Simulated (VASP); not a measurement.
## EuO (u2): relaxation of cell and atoms with PBE+U

Crystal: EuO (u2).

```
Eu O
1.0
     0.00000    2.57195    2.57195
     2.57195    0.00000    2.57195
     2.57195    2.57195    0.00000
Eu O
1 1
Direct
  0.00000 0.00000 0.00000
  0.50000 0.50000 0.50000
```

| Quantity | Value |
| --- | --- |
| Program | VASP 6.6.1 |
| Task | relaxation of cell and atoms |
| Functional | PBE |
| Potentials or basis | VASP PAW PBE potentials, release 64 (Eu, O) |
| Cutoff | 600 eV |
| k mesh | 12 × 12 × 12 |
| Occupations | gaussian, width 0.01 eV |
| Spin | collinear spin, ferromagnetic start |
| Starting moments | [7.43, 0.0] μB |
| Hubbard terms | Eu f U = 6.0 eV |
| Dipole correction | no |
| Further INCAR settings | ALGO = Normal; EDIFF = 1e-07; IBRION = 2; EDIFFG = -0.002; NSW = 100; ISIF = 3 |

- Relaxed volume: 17.25 Å³/atom
- Relaxed cell: a = 3.654 Å, b = 3.654 Å, c = 3.654 Å, α = 60.00°, β = 60.00°, γ = 60.00°
- Space group after relaxing (to 0.05 Å): Fm-3m (No. 225)
- Energy gained by relaxing: 0.9 meV/atom
- Ionic steps: 8
- Pressure after relaxing: 0.0 GPa
- Band gap on the k mesh: 0.04 eV, indirect (least direct gap 0.21 eV)
- Net moment: 7.00 μB per cell
- Site moments: Eu +6.73; O -0.09 μB
- Valence electrons inside the program's atomic spheres: Eu 14.95; O 4.95

Step by step:
```tsv
step	energy change (eV)	largest force (eV/Å)	pressure (GPa)	volume (Å³)
1	0.0000	0.0000	1.19	34.03
2	-0.0017	0.0000	-0.35	34.65
3	-0.0018	0.0000	-0.04	34.51
4	-0.0018	0.0000	0.13	34.50
5	-0.0018	0.0000	0.08	34.51
6	-0.0018	0.0000	-0.06	34.52
7	-0.0018	0.0000	-0.04	34.51
8	-0.0018	0.0000	-0.01	34.51
```

Final structure:
```xyz
2
Lattice="0.0000 2.5840 2.5840 2.5840 0.0000 2.5840 2.5840 2.5840 0.0000" Properties=species:S:1:pos:R:3 pbc="T T T"
Eu    0.0000    0.0000    0.0000
O     2.5840    2.5840    2.5840
```

Levels at points of the mesh, in eV from the valence-band top:
Spin up:
| k point | band 13 | band 14 | band 15 | band 16 | band 17 | band 18 |
| --- | --- | --- | --- | --- | --- | --- |
| (0.00, 0.00, 0.00) | 0.00 | 0.00 | 0.00 | 0.86 | 2.96 | 2.96 |
| (0.50, 0.00, 0.00) | -0.52 | -0.48 | -0.47 | 3.51 | 5.65 | 5.65 |
| (0.50, 0.50, 0.00) | -0.49 | -0.17 | -0.17 | 0.04 | 4.63 | 7.03 |
Spin down:
| k point | band 6 | band 7 | band 8 | band 9 | band 10 | band 11 |
| --- | --- | --- | --- | --- | --- | --- |
| (0.00, 0.00, 0.00) | -2.56 | -2.56 | -2.56 | 1.64 | 3.92 | 3.92 |
| (0.50, 0.00, 0.00) | -4.63 | -3.69 | -3.69 | 4.14 | 6.34 | 6.68 |
| (0.50, 0.50, 0.00) | -2.66 | -2.54 | -2.54 | 0.89 | 5.50 | 7.80 |

Eigenvalues of the final occupation matrices:
```csv
site,spin,trace,eigenvalues
site 1 f,1,6.81,0.96 0.97 0.97 0.97 0.98 0.98 0.98
site 1 f,2,0.02,0.00 0.00 0.00 0.00 0.00 0.00 0.00
```

It took 6.3 min on 1 thread of Intel(R) Xeon(R) 6975P-C (Granite Rapids), with other jobs on the host, peak memory 0.28 GiB.

Caveat: spin-orbit coupling is left out, which moves the levels of the heavy elements; a cell with one magnetic atom can't hold antiferromagnetic order, which such compounds often take. The state reached can hang on the start; a lower one may exist.
